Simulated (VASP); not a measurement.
The system is PbSe.

```
Pb Se
1.0
     0.00000    3.42320    3.42320
     3.42320    0.00000    3.42320
     3.42320    3.42320    0.00000
Pb Se
1 1
Direct
  0.00000 0.00000 0.00000
  0.25000 0.25000 0.25000
```

Base run:

| Quantity | Value |
| --- | --- |
| Program | VASP 6.6.1 |
| Functional | PBE |
| Potentials or basis | VASP PAW PBE potentials, release 64 (Pb_d, Se) |
| Cutoff | 500 eV |
| k mesh | 4 × 4 × 4 |
| Occupations | methfessel-paxton, width 0.2 eV |
| Spin | no spin polarisation |

Its results: band gap on the k mesh 0.62 eV, indirect (least direct gap 1.15 eV); pressure 0.7 GPa.

**Question.** After a change of settings the same cell gave: band gap on the k mesh 0.90 eV, indirect (least direct gap 1.46 eV); pressure 0.4 GPa. Which change was it?
A. k mesh from 4 × 4 × 4 to 2 × 2 × 2; occupations from methfessel-paxton, width 0.2 eV to gaussian, width 0.01 eV
B. functional from PBE to PBE-based screened hybrid; cutoff from 500 eV to 520 eV; occupations from methfessel-paxton, width 0.2 eV to gaussian, width 0.01 eV
C. occupations from methfessel-paxton, width 0.2 eV to gaussian, width 0.001 eV
D. functional from PBE to HSE06; cutoff from 500 eV to 520 eV; occupations from methfessel-paxton, width 0.2 eV to gaussian, width 0.01 eV

**Answer.** B.

Caveats: spin-orbit coupling is left out, which moves the levels of the heavy elements; the PAW data sets were made with another functional, which shifts forces and pressure a little (some runs).
